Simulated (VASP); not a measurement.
# ScCu in VASP: further runs, part 2 of 3

VASP 6.6.1.

### Step 4. Electric field gradients, LDA (equal xy, yz and zx shear strains of -1 %)

INCAR

```
SYSTEM = ScCu
ALGO = Normal
EDIFF = 1E-8
ENCUT = 520
ISIF = 2
ISMEAR = -1
LASPH = .TRUE.
LCHARG = .FALSE.
LEFG = .TRUE.
LREAL = .FALSE.
LWAVE = .FALSE.
NBANDS = 18
NELM = 100
PREC = Accurate
SIGMA = 0.05
```

KPOINTS

```
k-points
0
G
  11 11 11
  0 0 0
```

POSCAR

```
ScCu
1.0
    3.2560000000     -0.0162800000     -0.0162800000
   -0.0162800000      3.2560000000     -0.0162800000
   -0.0162800000     -0.0162800000      3.2560000000
Sc Cu
1 1
Direct
    0.5000000000      0.5000000000      0.5000000000
    0.0000000000      0.0000000000      0.0000000000
```

Potentials or basis: VASP PAW LDA potentials, release 64 (Sc_sv, Cu).

Launch:

```
$ cat potpaw_LDA.64/Sc_sv/POTCAR potpaw_LDA.64/Cu/POTCAR > POTCAR
$ mpirun -np 1 vasp_std > vasp.out
```

OUTCAR:

```text
SYSTEM = ScCu
   EDIFF = 1E-8
   ENCUT = 520
   ISIF = 2
   ISMEAR = -1
   LASPH = .TRUE.
   LREAL = .FALSE.
   NELM = 100
   PREC = Accurate

 ion  position               nearest neighbor table
   1  0.500  0.500  0.500-   2 2.79   2 2.79   2 2.83   2 2.83   2 2.83   2 2.83   2 2.83   2 2.83

   2  0.000  0.000  0.000-   1 2.79   1 2.79   1 2.83   1 2.83   1 2.83   1 2.83   1 2.83   1 2.83

  LATTYP: Found a trigonal (rhomboedric) cell.
 ALAT       =     3.2560813990
 COS(alpha) =    -0.0099745013

  Lattice vectors:

 A1 = (   3.2560000000,  -0.0162800000,  -0.0162800000)
 A2 = (  -0.0162800000,   3.2560000000,  -0.0162800000)
 A3 = (  -0.0162800000,  -0.0162800000,   3.2560000000)

Analysis of symmetry for initial positions (statically):
=====================================================================
 Subroutine PRICEL returns:
 Original cell was already a primitive cell.

 Routine SETGRP: Setting up the symmetry group for a
 trigonal (rhombohedral) supercell.

 Subroutine GETGRP returns: Found 12 space group operations
 (whereof 12 operations were pure point group operations)
 out of a pool of 12 trial point group operations.

The static configuration has the point symmetry D_3d.

Analysis of symmetry for dynamics (positions and initial velocities):
=====================================================================
 Subroutine PRICEL returns:
 Original cell was already a primitive cell.

 Routine SETGRP: Setting up the symmetry group for a
 trigonal (rhombohedral) supercell.

 Subroutine GETGRP returns: Found 12 space group operations
 (whereof 12 operations were pure point group operations)
 out of a pool of 12 trial point group operations.

The dynamic configuration has the point symmetry D_3d.

[... 159 lines left out ...]
      6       1.4068      2.00000
[... 481 lines left out ...]
      5      -0.7587      2.00000
      6       1.5875      2.00000
[... 10 lines left out ...]
     17      11.7703      0.00000
     18      14.1193      0.00000

 [... further k-points ...]

------------------------ aborting loop because EDIFF is reached ----------------------------------------

  FORCE on cell =-STRESS in cart. coord.  units (eV):
  Direction    XX          YY          ZZ          XY          YZ          ZX
  --------------------------------------------------------------------------------------
  -------------------------------------------------------------------------------------
  Total       -1.5332828     -1.5332828     -1.5332828      0.0876175      0.0876175      0.0876175
  in kB      -71.1725211    -71.1725211    -71.1725211      4.0670624      4.0670624      4.0670624
  external PRESSURE =     -71.1725211 kB  Pullay stress =       0.0000000 kB

 VOLUME and BASIS-vectors are now :
 -----------------------------------------------------------------------------
  energy-cutoff  :      520.00
  volume of cell :       34.52
      direct lattice vectors                 reciprocal lattice vectors
     3.256000000 -0.016280000 -0.016280000     0.307140741  0.001543421  0.001543421
    -0.016280000  3.256000000 -0.016280000     0.001543421  0.307140741  0.001543421
    -0.016280000 -0.016280000  3.256000000     0.001543421  0.001543421  0.307140741

 POSITION                                       TOTAL-FORCE (eV/Angst)
 -----------------------------------------------------------------------------------
      1.61172      1.61172      1.61172         0.000000     -0.000000      0.000000
      0.00000      0.00000      0.00000        -0.000000      0.000000      0.000000
 -----------------------------------------------------------------------------------
    total drift:                                0.000000      0.000000     -0.000000

  FREE ENERGIE OF THE ION-ELECTRON SYSTEM (eV)
  ---------------------------------------------------
  free  energy   TOTEN  =       -11.9045602115 eV

  energy  without entropy=      -11.8898768707  energy(sigma->0) =      -11.89721854

 Electric field gradients (V/A^2)
---------------------------------------------------------------------
 ion       V_xx      V_yy      V_zz      V_xy      V_xz      V_yz
---------------------------------------------------------------------
   1      -0.000    -0.000     0.000    -0.053    -0.053    -0.053
   2      -0.000    -0.000     0.000     1.714     1.714     1.714
---------------------------------------------------------------------

 Electric field gradients after diagonalization (V/A^2)
 (convention: |V_zz| > |V_xx| > |V_yy|)
----------------------------------------------------------------------
 ion       V_xx      V_yy      V_zz     asymmetry (V_yy - V_xx)/ V_zz
----------------------------------------------------------------------
   1       0.053     0.053    -0.107       0.000
   2      -1.714    -1.714     3.428       0.000
----------------------------------------------------------------------

           NMR quadrupolar parameters

 Cq : quadrupolar parameter    Cq=e*Q*V_zz/h
 eta: asymmetry parameters     (V_yy - V_xx)/ V_zz
 Q  : nuclear electric quadrupole moment in mb (millibarn)
----------------------------------------------------------------------
 ion       Cq(MHz)       eta       Q (mb)
----------------------------------------------------------------------
   1      -0.000       0.000       1.000
   2       0.008       0.000       1.000
----------------------------------------------------------------------
```

stdout:

```text
POSCAR found type information on POSCAR ScCu
 POSCAR found :  2 types and       2 ions
 scaLAPACK will be used
 LDA part: xc-table for (Slater(with rela. corr.)+CA(PZ))
 , standard interpolation
 POSCAR, INCAR and KPOINTS ok, starting setup
 FFT: planning ... GRIDC
 FFT: planning ... GRID_SOFT
 FFT: planning ... GRID
 WAVECAR not read
 entering main loop
ion   1

ion   2
```

Run time: 60 s. Hardware: 1 thread of Intel Xeon Platinum 8259CL at 2.50GHz (Skylake/Cascade Lake), shared host; peak memory 0.2 GiB.

What came out:

```
Free energy                             : -11.9046 eV
Pressure                                : -7.1 GPa
Band gap on the k mesh                  : zero (bands 11 and 12 overlap by 1.84 eV)
Largest electric field gradient by atom : Sc -0.1; Cu +3.4 V/Å²
```

Electric field gradients, principal values (V/Å²):
```tsv
atom	least	middle	greatest (by size)
1 Sc	0.053	0.053	-0.107
2 Cu	-1.714	-1.714	3.428
```

Caveat: the cell differs from its parent crystal (equal xy, yz and zx shear strains of -1 %); the cell stands under tension; without QUAD_EFG the Cq values of the log hold for a quadrupole moment of 1 mb, not for the nuclei.

### Step 5. Electric field gradients, LDA (equal xy, yz and zx shear strains of -1 %)

INCAR

```
PREC = Accurate ; ENCUT = 520
EDIFF = 1E-8 ; ISMEAR = -1
SIGMA = 0.05 ; LREAL = False
LASPH = True ; NELM = 80
ALGO = Normal ; ISIF = 2
LWAVE = False ; LCHARG = False
GGA = CA ; LEFG = True
NBANDS = 18
```

KPOINTS

```
Automatic mesh
0
Gamma
  11 11 11
```

POSCAR is that of step 4.

Potentials or basis: VASP PAW LDA potentials, release 64 (Sc_sv, Cu).

Launch:

```
$ cat potpaw_LDA.64/Sc_sv/POTCAR potpaw_LDA.64/Cu/POTCAR > POTCAR
$ mpirun -np 1 vasp_std > vasp.out
```

OUTCAR:

```text
PREC = Accurate
   ENCUT = 520
   EDIFF = 1E-8
   ISMEAR = -1
   LREAL = False
   LASPH = True
   NELM = 80
   ISIF = 2
   GGA = CA

 ion  position               nearest neighbor table
   1  0.500  0.500  0.500-   2 2.79   2 2.79   2 2.83   2 2.83   2 2.83   2 2.83   2 2.83   2 2.83

   2  0.000  0.000  0.000-   1 2.79   1 2.79   1 2.83   1 2.83   1 2.83   1 2.83   1 2.83   1 2.83

  LATTYP: Found a trigonal (rhomboedric) cell.
 ALAT       =     3.2560813990
 COS(alpha) =    -0.0099745013

  Lattice vectors:

 A1 = (   3.2560000000,  -0.0162800000,  -0.0162800000)
 A2 = (  -0.0162800000,   3.2560000000,  -0.0162800000)
 A3 = (  -0.0162800000,  -0.0162800000,   3.2560000000)

Analysis of symmetry for initial positions (statically):
=====================================================================
 Subroutine PRICEL returns:
 Original cell was already a primitive cell.

 Routine SETGRP: Setting up the symmetry group for a
 trigonal (rhombohedral) supercell.

 Subroutine GETGRP returns: Found 12 space group operations
 (whereof 12 operations were pure point group operations)
 out of a pool of 12 trial point group operations.

The static configuration has the point symmetry D_3d.

Analysis of symmetry for dynamics (positions and initial velocities):
=====================================================================
 Subroutine PRICEL returns:
 Original cell was already a primitive cell.

 Routine SETGRP: Setting up the symmetry group for a
 trigonal (rhombohedral) supercell.

 Subroutine GETGRP returns: Found 12 space group operations
 (whereof 12 operations were pure point group operations)
 out of a pool of 12 trial point group operations.

The dynamic configuration has the point symmetry D_3d.

 Subroutine INISYM returns: Found 12 space group operations
 (whereof 12 operations are pure point group operations),
 and found     1 'primitive' translations

----------------------------------------------------------------------------------------

                                     Primitive cell

  volume of cell :      34.5160

  direct lattice vectors                    reciprocal lattice vectors
     3.256000000 -0.016280000 -0.016280000     0.307140741  0.001543421  0.001543421
    -0.016280000  3.256000000 -0.016280000     0.001543421  0.307140741  0.001543421
    -0.016280000 -0.016280000  3.256000000     0.001543421  0.001543421  0.307140741

  length of vectors
     3.256081399  3.256081399  3.256081399     0.307148497  0.307148497  0.307148497

  position of ions in fractional coordinates (direct lattice)
     0.500000000  0.500000000  0.500000000
     0.000000000  0.000000000  0.000000000

  ion indices of the primitive-cell ions
   primitive index   ion index
                 1           1
                 2           2

----------------------------------------------------------------------------------------

 KPOINTS: Automatic mesh

Automatic generation of k-mesh.
 Grid dimensions read from file:
 generate k-points for:   11   11   11

 Generating k-lattice:
[... 69 lines left out ...]
   ISYM   =      2    0-nonsym 1-usesym 2-fastsym
   POTIM  = 0.5000    time-step for ionic-motion
   TEBEG  =    0.0;   TEEND  =   0.0 temperature during run
   PSTRESS=    0.0 pullay stress
   NELECT =      22.0000    total number of electrons
   NUPDOWN=      -1.0000    fix difference up-down
   EMIN   =  10.00;   EMAX   =-10.00  energy-range for DOS
   EFERMI =   0.00;   METHOD = LEGACY
   ISMEAR =    -1;   SIGMA  =   0.05  broadening in eV -4-tet -1-fermi 0-gaus
   EFERMI_NEDOS =   21; number of points for ismear=-14 and -15
   IALGO  =     38    algorithm
   IMIX   =      4    mixing-type and parameters
     AMIX     =   0.40;   BMIX     =  1.00
     AMIX_MAG =   1.60;   BMIX_MAG =  1.00
  volume/ion in A,a.u.               =      17.26       116.46
  Fermi-wavevector in a.u.,A,eV,Ry     =   1.408885  2.662407 27.006980  1.984957
  Thomas-Fermi vector in A             =   2.530997
   LORBIT       =      0    0 simple, 1 ext, 2 COOP (PROOUT), +10 PAW based schemes
   GGA     = CA    functional components
   LHFCALC =     F    Hartree Fock is set to
   AEXX    =    0.0000 exact exchange contribution
   IVDW    =     0    specifies the selected vdW correction
   LEPSILON=     F    determine dielectric tensor
   LRPA    =     F    only Hartree local field effects (RPA)
 non-spin polarized calculation
  energy-cutoff  :      520.00
  volume of cell :       34.52
 maximum number of plane-waves:       946
   NGX = 13   NGY = 13   NGZ = 13

 number of electron      21.9999973 magnetization

 Free energy of the ion-electron system (eV)
  ---------------------------------------------------
  ext. energy  EPLUGINS =         0.00000000
  ---------------------------------------------------
  free energy    TOTEN  =       -11.90456021 eV

  energy without entropy =      -11.88987687  energy(sigma->0) =      -11.89721854

 E-fermi :   5.2675     XC(G=0): -11.4300

 val. band max:        5.2563175626   @ k =   0.2727   0.1818  -0.0000
 cond. band min:       5.2736679146   @ k =  -0.2727   0.2727   0.0000
 fundamental gap:      0.0173503520
 Fermi energy:         5.2674780720

 k-point     1 :       0.0000    0.0000    0.0000
  band No.  band energies     occupation
      1     -43.8273      2.00000
      2     -22.6860      2.00000
      3     -22.6830      2.00000
      4     -22.6830      2.00000
      5      -1.7703      2.00000
      6       1.4068      2.00000
[... 481 lines left out ...]
      5      -0.7587      2.00000
      6       1.5875      2.00000
[... 10 lines left out ...]
     17      11.7703      0.00000
     18      14.1193      0.00000

 [... further k-points ...]

------------------------ aborting loop because EDIFF is reached ----------------------------------------

  FORCE on cell =-STRESS in cart. coord.  units (eV):
  Direction    XX          YY          ZZ          XY          YZ          ZX
  --------------------------------------------------------------------------------------
  -------------------------------------------------------------------------------------
  Total       -1.5332828     -1.5332828     -1.5332828      0.0876175      0.0876175      0.0876175
  in kB      -71.1725211    -71.1725211    -71.1725211      4.0670624      4.0670624      4.0670624
  external PRESSURE =     -71.1725211 kB  Pullay stress =       0.0000000 kB

 VOLUME and BASIS-vectors are now :
 -----------------------------------------------------------------------------
  energy-cutoff  :      520.00
  volume of cell :       34.52
      direct lattice vectors                 reciprocal lattice vectors
     3.256000000 -0.016280000 -0.016280000     0.307140741  0.001543421  0.001543421
    -0.016280000  3.256000000 -0.016280000     0.001543421  0.307140741  0.001543421
    -0.016280000 -0.016280000  3.256000000     0.001543421  0.001543421  0.307140741

 POSITION                                       TOTAL-FORCE (eV/Angst)
 -----------------------------------------------------------------------------------
      1.61172      1.61172      1.61172         0.000000     -0.000000      0.000000
      0.00000      0.00000      0.00000        -0.000000      0.000000      0.000000
 -----------------------------------------------------------------------------------
    total drift:                                0.000000      0.000000     -0.000000

  FREE ENERGIE OF THE ION-ELECTRON SYSTEM (eV)
  ---------------------------------------------------
  free  energy   TOTEN  =       -11.9045602115 eV

  energy  without entropy=      -11.8898768707  energy(sigma->0) =      -11.89721854

 Electric field gradients (V/A^2)
---------------------------------------------------------------------
 ion       V_xx      V_yy      V_zz      V_xy      V_xz      V_yz
---------------------------------------------------------------------
   1      -0.000    -0.000     0.000    -0.053    -0.053    -0.053
   2      -0.000    -0.000     0.000     1.714     1.714     1.714
---------------------------------------------------------------------

 Electric field gradients after diagonalization (V/A^2)
 (convention: |V_zz| > |V_xx| > |V_yy|)
----------------------------------------------------------------------
 ion       V_xx      V_yy      V_zz     asymmetry (V_yy - V_xx)/ V_zz
----------------------------------------------------------------------
   1       0.053     0.053    -0.107       0.000
   2      -1.714    -1.714     3.428       0.000
----------------------------------------------------------------------

           NMR quadrupolar parameters

 Cq : quadrupolar parameter    Cq=e*Q*V_zz/h
 eta: asymmetry parameters     (V_yy - V_xx)/ V_zz
 Q  : nuclear electric quadrupole moment in mb (millibarn)
----------------------------------------------------------------------
 ion       Cq(MHz)       eta       Q (mb)
----------------------------------------------------------------------
   1      -0.000       0.000       1.000
   2       0.008       0.000       1.000
----------------------------------------------------------------------
```

Wall time 65 s (1 thread of Intel Xeon Platinum 8259CL at 2.50GHz (Skylake/Cascade Lake), shared host); peak memory 0.2 GiB.

What came out:

```yaml
Free_energy: -11.9046 eV
Pressure: -7.1 GPa
Band_gap_on_the_k_mesh: zero (bands 11 and 12 overlap by 1.84 eV)
Largest_electric_field_gradient_by_atom: Sc -0.1; Cu +3.4 V/Å²
```

Electric field gradients, principal values (V/Å²):
| atom | least | middle | greatest (by size) |
| --- | --- | --- | --- |
| 1 Sc | 0.053 | 0.053 | -0.107 |
| 2 Cu | -1.714 | -1.714 | 3.428 |

Caveat: the cell differs from its parent crystal (equal xy, yz and zx shear strains of -1 %); the cell stands under tension; without QUAD_EFG the Cq values of the log hold for a quadrupole moment of 1 mb, not for the nuclei.

[end of part 2 of 3]
